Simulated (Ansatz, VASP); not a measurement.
Sb: VASP beside Ansatz

```xyz
1
Lattice="3.1600 0.0000 0.0000 0.0000 3.1600 0.0000 0.0000 0.0000 3.4128" Properties=species:S:1:pos:R:3 pbc="T T T"
Sb    0.0000    0.0000    0.0000
```

Change from the starting cell: strain +0.000 along x and y, +0.080 along z, atoms carried along.

Alike in both runs: task single point; functional r2SCAN; k mesh 16 × 16 × 16; occupations gaussian, width 0.15 eV; no spin polarisation.

|  | VASP | Ansatz |
| --- | --- | --- |
| version | VASP 6.6.1 | Ansatz 0.2.0 |
| potentials or method | VASP PAW PBE potentials, release 64 (Sb), cutoff 520 eV | scalar-relativistic, plane waves, PAW |
| valence electrons in the cell | 5 | 15 |

|  | VASP | Ansatz | Ansatz less VASP |
| --- | --- | --- | --- |
| gap on the k mesh at the Fermi level (eV) | none | none | - |
| pressure (GPa) | -5.9 | -5.9 | +0.03 |
| traceless stress, the component that is largest in VASP (GPa) | -3.00 | -2.99 | +0.003 |

VASP's potentials were made for PBE, not for r2SCAN. A gap of «none» marks a metal or a gap that the smearing closes. VASP's potentials hold 5 valence electrons a cell and Ansatz's 15, so a difference there can come from the potentials and not from the codes.

Neither program's run includes spin-orbit coupling.
